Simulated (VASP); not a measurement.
# B in VASP: further runs

B is run at these levels: PBE; tasks: single point.

Program: VASP 6.6.1. These are calculated values, not measurements. Logs are shortened: lines on timing, memory, paths and dates and some standing lists are left out, and cuts for length are marked.

### Step 1. The cell of the first run

The cell holds a sheet with vacuum, 2 atoms: a = 2.905 Å, b = 2.905 Å, c = 23.975 Å, α = 90.00°, β = 90.00°, γ = 120.00°.

### Step 2. Single point, PBE

INCAR reads:

```
  PREC = Accurate
  ENCUT = 520
  EDIFF = 1E-6
  ISMEAR = 0
  SIGMA = 0.1
  LREAL = F
  LASPH = T
  NELM = 60
  ALGO = Normal
  ISIF = 2
  LWAVE = F
  LCHARG = F
  LDIPOL = T
  IDIPOL = 3
  DIPOL = 0.5 0.5 0.313
  GGA = PE
  NBANDS = 10
```

KPOINTS reads:

```
Automatic mesh
0
Gamma
  6 6 1
```

POSCAR reads:

```
B
1.0
    2.9054457485      0.0000000000      0.0000000000
   -1.4527228743      2.5161898275      0.0000000000
    0.0000000000      0.0000000000     23.9751106000
B
2
Direct
    0.6666666667      0.3333333333      0.3128245806
    0.3333333333      0.6666666667      0.3128242538
```

Potentials or basis: VASP PAW PBE potentials, release 64 (B).

On the command line:

```bash
> cat potpaw_PBE.64/B/POTCAR > POTCAR
> mpirun -np 1 vasp_std > vasp.out
```

OUTCAR:

```text
PREC = Accurate
   ENCUT = 520
   EDIFF = 1E-6
   ISMEAR = 0
   LREAL = F
   LASPH = T
   NELM = 60
   ISIF = 2
   GGA = PE

 ion  position               nearest neighbor table
   1  0.667  0.333  0.313-   2 1.68   2 1.68   2 1.68
   2  0.333  0.667  0.313-   1 1.68   1 1.68   1 1.68

  LATTYP: Found a hexagonal cell.
 ALAT       =     2.9054457485
 C/A-ratio  =     8.2517839517

  Lattice vectors:

 A1 = (   2.9054457485,   0.0000000000,   0.0000000000)
 A2 = (  -1.4527228743,   2.5161898275,   0.0000000000)
 A3 = (   0.0000000000,   0.0000000000,  23.9751106000)

Analysis of symmetry for initial positions (statically):
=====================================================================
 Subroutine PRICEL returns:
 Original cell was already a primitive cell.

 Routine SETGRP: Setting up the symmetry group for a
 hexagonal supercell.

 Subroutine GETGRP returns: Found 24 space group operations
 (whereof 12 operations were pure point group operations)
 out of a pool of 24 trial point group operations.

The static configuration has the point symmetry C_6v.
 The point group associated with its full space group is D_6h.

Analysis of symmetry for dynamics (positions and initial velocities):
=====================================================================
 Subroutine PRICEL returns:
 Original cell was already a primitive cell.

 Routine SETGRP: Setting up the symmetry group for a
 hexagonal supercell.

 Subroutine GETGRP returns: Found 24 space group operations
 (whereof 12 operations were pure point group operations)
 out of a pool of 24 trial point group operations.

The dynamic configuration has the point symmetry C_6v.
 The point group associated with its full space group is D_6h.

 Subroutine INISYM returns: Found 24 space group operations
 (whereof 12 operations are pure point group operations),
 and found     1 'primitive' translations

----------------------------------------------------------------------------------------

                                     Primitive cell

  volume of cell :     175.2737

  direct lattice vectors                    reciprocal lattice vectors
     2.905445749  0.000000000  0.000000000     0.344181267  0.198713147  0.000000000
    -1.452722874  2.516189827  0.000000000     0.000000000  0.397426295  0.000000000
     0.000000000  0.000000000 23.975110600     0.000000000  0.000000000  0.041709922

  length of vectors
     2.905445749  2.905445749 23.975110600     0.397426295  0.397426295  0.041709922

  position of ions in fractional coordinates (direct lattice)
     0.666666667  0.333333333  0.312824581
     0.333333333  0.666666667  0.312824254

  ion indices of the primitive-cell ions
   primitive index   ion index
                 1           1
                 2           2

----------------------------------------------------------------------------------------

 KPOINTS: Automatic mesh

Automatic generation of k-mesh.
 Grid dimensions read from file:
 generate k-points for:    6    6    1

 Generating k-lattice:

  Cartesian coordinates                     Fractional coordinates (reciprocal lattice)
     0.057363545  0.033118858  0.000000000     0.166666667 -0.000000000  0.000000000
     0.000000000  0.066237716  0.000000000     0.000000000  0.166666667  0.000000000
     0.000000000  0.000000000  0.041709922     0.000000000  0.000000000  1.000000000

  Length of vectors
     0.066237716  0.066237716  0.041709922

  Shift w.r.t. Gamma in fractional coordinates (k-lattice)
     0.000000000  0.000000000  0.000000000

 Subroutine IBZKPT returns following result:
 ===========================================

 Found      7 irreducible k-points:

 Following reciprocal coordinates:
            Coordinates               Weight
  0.000000  0.000000  0.000000      1.000000
  0.166667  0.000000  0.000000      6.000000
  0.333333  0.000000  0.000000      6.000000
  0.500000  0.000000  0.000000      3.000000
  0.166667  0.166667  0.000000      6.000000
  0.333333  0.166667  0.000000     12.000000
  0.333333  0.333333  0.000000      2.000000
   k-points           NKPTS =      7   k-points in BZ     NKDIM =      7   number of bands    NBANDS=     10
   number of dos      NEDOS =    301   number of ions     NIONS =      2
   total plane-waves  NPLWV = 103680
   dimension x,y,z NGX =    24 NGY =   24 NGZ =  180
   dimension x,y,z NGXF=    48 NGYF=   48 NGZF=  360
   ions per type =               2
   NGX,Y,Z   is equivalent  to a cutoff of  13.73, 13.73, 12.48 a.u.
   NGXF,Y,Z  is equivalent  to a cutoff of  27.46, 27.46, 24.96 a.u.
 SYSTEM =  unknown system
   PREC   = accura    normal or accurate (medium, high low for compatibility)
   ISTART =      0    job   : 0-new  1-cont  2-samecut
   ICHARG =      2    charge: 1-file 2-atom 10-const
   ISPIN  =      1    spin polarized calculation?
   LNONCOLLINEAR =      F non collinear calculations
   LSORBIT =      F    spin-orbit coupling
   LASPH  =      T    aspherical Exc in radial PAW
   ENCUT  =  520.0 eV  38.22 Ry    6.18 a.u.   5.40  5.40 44.58*2*pi/ulx,y,z
   NELM   =     60;   NELMIN=  2; NELMDL= -5     # of ELM steps
   EDIFF  = 0.1E-05   stopping-criterion for ELM
   LREAL  =      F    real-space projection
   EDIFFG = 0.1E-04   stopping-criterion for IOM
   NSW    =      0    number of steps for IOM
   IBRION =     -1    ionic relax: 0-MD 1-quasi-New 2-CG
   NFREE  =      0    steps in history (QN), initial steepest desc. (CG)
   ISIF   =      2    stress and relaxation
   ISYM   =      2    0-nonsym 1-usesym 2-fastsym
   POTIM  = 0.5000    time-step for ionic-motion
   TEBEG  =    0.0;   TEEND  =   0.0 temperature during run
   PSTRESS=    0.0 pullay stress
   NELECT =       6.0000    total number of electrons
   NUPDOWN=      -1.0000    fix difference up-down
   EMIN   =  10.00;   EMAX   =-10.00  energy-range for DOS
   EFERMI =   0.00;   METHOD = LEGACY
   ISMEAR =     0;   SIGMA  =   0.10  broadening in eV -4-tet -1-fermi 0-gaus
   EFERMI_NEDOS =   21; number of points for ismear=-14 and -15
   IALGO  =     38    algorithm
   IMIX   =      4    mixing-type and parameters
     AMIX     =   0.40;   BMIX     =  1.00
     AMIX_MAG =   1.60;   BMIX_MAG =  1.00
  volume/ion in A,a.u.               =      87.64       591.40
  Fermi-wavevector in a.u.,A,eV,Ry     =   0.531561  1.004504  3.844420  0.282557
  Thomas-Fermi vector in A             =   1.554642
   LORBIT       =      0    0 simple, 1 ext, 2 COOP (PROOUT), +10 PAW based schemes
   GGA     = PE    functional components
   LHFCALC =     F    Hartree Fock is set to
   AEXX    =    0.0000 exact exchange contribution
   IVDW    =     0    specifies the selected vdW correction
   LEPSILON=     F    determine dielectric tensor
   LRPA    =     F    only Hartree local field effects (RPA)
 non-spin polarized calculation
 Gauss-broadening in eV      SIGMA  =   0.10
  energy-cutoff  :      520.00
  volume of cell :      175.27
 maximum number of plane-waves:      4805
 NGX is ok and might be reduce to    24
   NGX = 11   NGY = 11   NGZ = 89

 dipolmoment           0.000000      0.000000      0.000019 electrons x Angstroem

 number of electron       6.0000000 magnetization

 dipolmoment           0.000000      0.000000     -0.000011 electrons x Angstroem

 Free energy of the ion-electron system (eV)
  ---------------------------------------------------
  ext. energy  EPLUGINS =         0.00000000
  ---------------------------------------------------
  free energy    TOTEN  =       -10.82272563 eV

  energy without entropy =      -10.80441825  energy(sigma->0) =      -10.81357194

 E-fermi :  -4.9149     XC(G=0):  -1.7097

 val. band max:       -4.9229690251   @ k =   0.3333   0.0000   0.0000
 cond. band min:      -4.5528104486   @ k =   0.1667   0.0000   0.0000
 fundamental gap:      0.3701585765
 Fermi energy:        -4.9149111799

 k-point     1 :       0.0000    0.0000    0.0000
  band No.  band energies     occupation
      1     -15.0439      2.00000
      2      -7.1761      2.00000
      3      -2.8231      0.00000
      4      -2.8231      0.00000
      5       0.0878      0.00000
      6       0.7320      0.00000
      7       1.0167      0.00000
      8       1.6374      0.00000
      9       1.9714      0.00000
     10       3.1233      0.00000

 k-point     2 :       0.1667    0.0000    0.0000
  band No.  band energies     occupation
      1     -14.5629      2.00000
      2      -6.5945      2.00000
      3      -4.5528      0.00000
      4      -3.7073      0.00000
      5       0.7289      0.00000
      6       1.3819      0.00000
      7       1.6750      0.00000
      8       2.2906      0.00000
      9       2.6226      0.00000
     10       3.7693      0.00000

 k-point     3 :       0.3333    0.0000    0.0000
  band No.  band energies     occupation
      1     -13.1399      2.00000
      2      -7.7734      2.00000
      3      -4.9368      1.24261
      4      -4.9230      1.09073
      5       2.2672      0.00000
      6       2.6467      0.00000
      7       3.3647      0.00000
      8       3.6494      0.00000
      9       4.2595      0.00000
     10       4.5233      0.00000

 k-point     4 :       0.5000    0.0000    0.0000
  band No.  band energies     occupation
      1     -11.0851      2.00000
      2     -10.5419      2.00000
      3      -5.4149      2.00000
      4      -3.1517      0.00000
      5      -0.3151      0.00000
      6       4.3824      0.00000
      7       5.7670      0.00000
      8       5.8579      0.00000
      9       6.5056      0.00000
     10       6.5690      0.00000

 k-point     5 :       0.1667    0.1667    0.0000
  band No.  band energies     occupation
      1     -13.6111      2.00000
      2      -6.3336      2.00000
      3      -5.4695      2.00000
      4      -5.4597      2.00000
      5       2.0109      0.00000
      6       2.6730      0.00000
      7       2.9918      0.00000
      8       3.5468      0.00000
      9       3.5910      0.00000
     10       3.9269      0.00000

 k-point     6 :       0.3333    0.1667    0.0000
  band No.  band energies     occupation
      1     -11.7655      2.00000
      2      -9.0790      2.00000
      3      -6.6762      2.00000
      4      -3.4139      0.00000
      5       0.4726      0.00000
      6       4.5490      0.00000
      7       5.1647      0.00000
      8       5.6237      0.00000
      9       6.1130      0.00000
     10       6.3352      0.00000

 k-point     7 :       0.3333    0.3333    0.0000
  band No.  band energies     occupation
      1      -9.8619      2.00000
      2      -9.8619      2.00000
      3      -8.7132      2.00000
      4      -1.3777      0.00000
      5      -1.3777      0.00000
      6       5.2674      0.00000
      7       7.3910      0.00000
      8       7.3910      0.00000
      9       7.5810      0.00000
     10       8.5233      0.00000

------------------------ aborting loop because EDIFF is reached ----------------------------------------

 vacuum level on the upper side and lower side of the slab       (xc-potential included)        -0.009        -0.009

  FORCE on cell =-STRESS in cart. coord.  units (eV):
  Direction    XX          YY          ZZ          XY          YZ          ZX
  --------------------------------------------------------------------------------------
  -------------------------------------------------------------------------------------
  Total       -0.0052962     -0.0052962     -0.0072067      0.0000000     -0.0000000      0.0000000
  in kB       -0.0484122     -0.0484122     -0.0658766      0.0000000     -0.0000000      0.0000000
  external PRESSURE =      -0.0542336 kB  Pullay stress =       0.0000000 kB

 VOLUME and BASIS-vectors are now :
 -----------------------------------------------------------------------------
  energy-cutoff  :      520.00
  volume of cell :      175.27
      direct lattice vectors                 reciprocal lattice vectors
     2.905445749  0.000000000  0.000000000     0.344181267  0.198713147  0.000000000
    -1.452722874  2.516189827  0.000000000     0.000000000  0.397426295  0.000000000
     0.000000000  0.000000000 23.975110600     0.000000000  0.000000000  0.041709922

 POSITION                                       TOTAL-FORCE (eV/Angst)
 -----------------------------------------------------------------------------------
      1.45272      0.83873      7.50000         0.000000     -0.000000      0.000000
     -0.00000      1.67746      7.50000         0.000000      0.000000     -0.000000
 -----------------------------------------------------------------------------------
    total drift:                               -0.000000     -0.000000     -0.001227

  FREE ENERGIE OF THE ION-ELECTRON SYSTEM (eV)
  ---------------------------------------------------
  free  energy   TOTEN  =       -10.8227256304 eV

  energy  without entropy=      -10.8044182498  energy(sigma->0) =      -10.81357194

 vacuum level on the upper side and lower side of the slab         0.911         0.911
```

Wall time 20 s (1 thread of Intel Xeon Platinum 8259CL at 2.50GHz (Skylake/Cascade Lake), shared host); peak memory 0.27 GiB.

Results:

```yaml
Free_energy: -10.8227 eV
Band_gap_on_the_k_mesh: zero (band 3 reaches -2.82 eV, above the bottom of band 4 at -5.46 eV)
```

Caveat: the k points lie up to 0.42 Å⁻¹ apart.

### Step 3. Single point, PBE

INCAR reads:

```
SYSTEM = B
ALGO = Normal
DIPOL = 0.5 0.5 0.313
EDIFF = 1E-7
ENCUT = 520
GGA = PE
IDIPOL = 3
ISIF = 2
ISMEAR = 0
LASPH = .True.
LCHARG = .False.
LDIPOL = .True.
LREAL = .False.
LWAVE = .False.
NBANDS = 10
NELM = 80
PREC = Accurate
SIGMA = 0.1
```

KPOINTS reads:

```
k-points
0
Gamma
  24 24 1
  0 0 0
```

POSCAR is that of step 2.

Potentials or basis: VASP PAW PBE potentials, release 64 (B).

On the command line:

```bash
> cat potpaw_PBE.64/B/POTCAR > POTCAR
> mpirun -np 1 vasp_std > vasp.out
```

Run time: 1.7 min. Hardware: 1 thread of Intel Xeon Platinum 8259CL at 2.50GHz (Skylake/Cascade Lake), shared host; peak memory 0.34 GiB.

The run converged. Its results:

```yaml
Free_energy: -10.8567 eV
Band_gap_on_the_k_mesh: zero (band 3 reaches -2.66 eV, above the bottom of band 4 at -5.31 eV)
```

Levels at points of the mesh, in eV from the Fermi level:
```csv
k point,band 1,band 2,band 3,band 4,band 5,band 6,band 7
"(0.00, 0.00, 0.00)",-10.16,-2.34,2.08,2.08,4.84,5.47,5.77
"(0.50, 0.00, 0.00)",-6.20,-5.65,-0.51,1.70,4.53,9.26,10.52
```

### Step 4. Single point, PBE

This run uses another cell than the first one, of 88.34 Å³/atom, 1.008 times its volume.

INCAR reads:

```
SYSTEM = B
ALGO     = Normal         ! electronic algorithm
DIPOL    = 0.5 0.5 0.313
EDIFF    = 1E-6           ! SCF threshold, eV
ENCUT    = 520            ! plane-wave cutoff, eV
GGA      = PE             ! functional
IDIPOL   = 3            
ISIF     = 2              ! what is computed and relaxed
ISMEAR   = 0              ! smearing method
LASPH    = .TRUE.         ! aspherical terms in the spheres
LCHARG   = .FALSE.        ! write CHGCAR
LDIPOL   = .TRUE.       
LREAL    = .FALSE.        ! projectors in reciprocal space
LWAVE    = .FALSE.        ! write WAVECAR
NBANDS   = 10             ! bands
NELM     = 80             ! most SCF steps
PREC     = Accurate       ! precision mode
SIGMA    = 0.1            ! smearing width, eV
```

KPOINTS reads:

```
k-points
0
G
  24 24 1
  0 0 0
```

POSCAR reads:

```
B
1.0
    2.9170826345      0.0000000000      0.0000000000
   -1.4585413173      2.5262676664      0.0000000000
    0.0000000000      0.0000000000     23.9751106000
B
2
Direct
    0.6666666667      0.3333333333      0.3128244172
    0.3333333333      0.6666666667      0.3128244172
```

On the command line:

```bash
> cat potpaw_PBE.64/B/POTCAR > POTCAR
> mpirun -np 1 vasp_std > vasp.out
```

Run time: 96 s. Hardware: 1 thread of Intel Xeon Platinum 8259CL at 2.50GHz (Skylake/Cascade Lake), shared host; peak memory 0.34 GiB.

It converged, with:

- Free energy: -10.8580 eV
- Band gap on the k mesh: zero (band 3 reaches -2.69 eV, above the bottom of band 4 at -5.31 eV)

Levels at points of the mesh, in eV from the Fermi level:
| k point | band 1 | band 2 | band 3 | band 4 | band 5 | band 6 |
| --- | --- | --- | --- | --- | --- | --- |
| (0.00, 0.00, 0.00) | -10.11 | -2.30 | 2.05 | 2.05 | 4.83 | 5.46 |
| (0.50, 0.00, 0.00) | -6.19 | -5.62 | -0.51 | 1.69 | 4.50 | 9.16 |

### Step 5. The runs side by side

```csv
cell,k mesh,gap on the mesh (eV)
"a = 2.905, b = 2.905, c = 23.975 Å, angles 90.0, 90.0, 120.0°, 2 atoms",6 × 6 × 1,none
"a = 2.905, b = 2.905, c = 23.975 Å, angles 90.0, 90.0, 120.0°, 2 atoms",24 × 24 × 1,none
"a = 2.917, b = 2.917, c = 23.975 Å, angles 90.0, 90.0, 120.0°, 2 atoms",24 × 24 × 1,none
```

Alike in all rows: task single point; level PBE; potentials or basis VASP PAW PBE potentials, release 64 (B); no spin polarisation; cutoff (eV) 520; smearing gaussian 0.1 eV.

Caveats: some runs use coarse meshes.

Total energies depend on the potentials used, so only differences within one code and one set of settings carry meaning.
